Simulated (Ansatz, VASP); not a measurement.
## Mo3H: VASP beside Ansatz

File INCAR:

```
SYSTEM = Mo3H
PREC     = Accurate       ! precision mode
ENCUT    = 520            ! plane-wave cutoff, eV
EDIFF    = 1E-6           ! SCF threshold, eV
ISMEAR   = 0              ! smearing method
SIGMA    = 0.1            ! smearing width, eV
LREAL    = .FALSE.        ! projectors in reciprocal space
LASPH    = .TRUE.         ! aspherical terms in the spheres
NELM     = 150            ! most SCF steps
ALGO     = Normal         ! electronic algorithm
ISIF     = 2              ! what is computed and relaxed
LWAVE    = .FALSE.        ! write WAVECAR
LCHARG   = .TRUE.         ! write CHGCAR
ISPIN    = 2              ! spin polarisation
MAGMOM   = 0 0 0 1        ! initial moments
LORBIT   = 11             ! projections on sites
LMAXMIX  = 4              ! l up to which the mixer works
LDIPOL   = .TRUE.       
IDIPOL   = 3            
DIPOL    = 0.5 0.5 0.342
GGA      = PE             ! functional
LELF     = .TRUE.         ! ELF
LVHAR    = .TRUE.       
LVACPOTAV= .TRUE.       
NBANDS   = 34             ! bands
```

Contents of KPOINTS:

```
Automatic mesh
0
G
  10 10 1
  0 0 0
```

File POSCAR:

```
Mo3H
1.0
    2.7370454666      0.0000000000      0.0000000000
   -0.9123484889      2.5805112132      0.0000000000
    0.0000000000      0.0000000000     21.3082440588
Mo H
3 1
Direct
    0.5000000000      0.5000000000      0.1877207708
    0.0000000000      0.0000000000      0.2888166433
    0.5000000000      0.5000000000      0.3899074948
    0.6666666667      0.6666666667      0.5030092592
```

Input for Ansatz:

```yaml
crystal:
  lattice:
    - [2.7370454666, 0.0, 0.0]
    - [-0.9123484889, 2.5805112132, 0.0]
    - [0.0, 0.0, 21.3082440588]
  atoms:
    - { symbol: Mo, position: [0.5, 0.5, 0.1877207708] }
    - { symbol: Mo, position: [0.0, 0.0, 0.2888166433] }
    - { symbol: Mo, position: [0.5, 0.5, 0.3899074948] }
    - { symbol: H, position: [0.6666666667, 0.6666666667, 0.5030092592], spin: 1.0 }
basis:
  ecutwfc: 420
kpoints:
  mp_grid: { grid: [10, 10, 1] }
hamiltonian:
  xc: pbe
  pseudopotentials: { kind: paw, azcp: { folder: soft_1 } }
scf:
  occupations: { method: gaussian, width: 0.1 }
output:
  forces: true
  eigenvalues: true
  populations: true
magnetization:
  spin_polarized: true
efield:
  axis: 3
  dipole_correction: true
  ramp_width: 0.04
```

Alike in both runs: task single point; functional PBE; k mesh 10 × 10 × 1; occupations gaussian, width 0.1 eV; collinear spin.

```csv
,VASP,Ansatz
version,VASP 6.6.1,Ansatz 0.2.0
potentials or method,"VASP PAW PBE potentials, release 64 (Mo_sv, H), cutoff 520 eV","scalar-relativistic, plane waves, PAW"
valence electrons in the cell,43,43
```

```csv
,VASP,Ansatz,Ansatz less VASP
gap on the k mesh at the Fermi level (eV),none,none,-
rms of the force components (eV/Å),0.794,0.789,-0.0052
net moment per atom (μB),0.05,0.05,+0.001
size of the moment on the site where the two differ most (μB),0.07,0.14,+0.069
"work function, face that differs most (eV)",4.58,4.59,+0.002
```

Site moments also hang on the region over which each program counts them. Atom by atom the forces differ by 0.011 eV/Å (rms over components). A gap of «none» marks a metal or a gap that the smearing closes.
